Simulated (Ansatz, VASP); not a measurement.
# WS3 in VASP and in Ansatz

```
CELL_PARAMETERS angstrom
4.63692 0.00000 0.00000
0.00000 4.63692 0.00000
0.00000 0.00000 4.63692
ATOMIC_POSITIONS crystal
W 0.00000 0.00000 0.00000
S 0.00000 0.00000 0.50000
S 0.00000 0.50000 0.00000
S 0.50000 0.00000 0.00000
```

Alike in both runs: functional PBEsol; k mesh 4 × 4 × 4; occupations gaussian, width 0.1 eV; no spin polarisation.

Ansatz relaxed the structure, and its values are those at the end. VASP's run is a single point on that final structure, the one shown.

|  | VASP | Ansatz |
| --- | --- | --- |
| version | VASP 6.6.1 | Ansatz 0.2.0 |
| potentials or method | VASP PAW PBE potentials, release 64 (W_sv, S), cutoff 520 eV | scalar-relativistic, plane waves, PAW |
| valence electrons in the cell | 32 | 32 |

|  | VASP | Ansatz | Ansatz less VASP |
| --- | --- | --- | --- |
| gap on the k mesh at the Fermi level (eV) | none | none | - |
| pressure (GPa) | 0.0 | 0.0 | -0.03 |

VASP's potentials were made for PBE, not for PBEsol. A gap of «none» marks a metal or a gap that the smearing closes. With one functional, cell and mesh, what is left measures potentials, basis and numerics.

Neither program's run includes spin-orbit coupling.
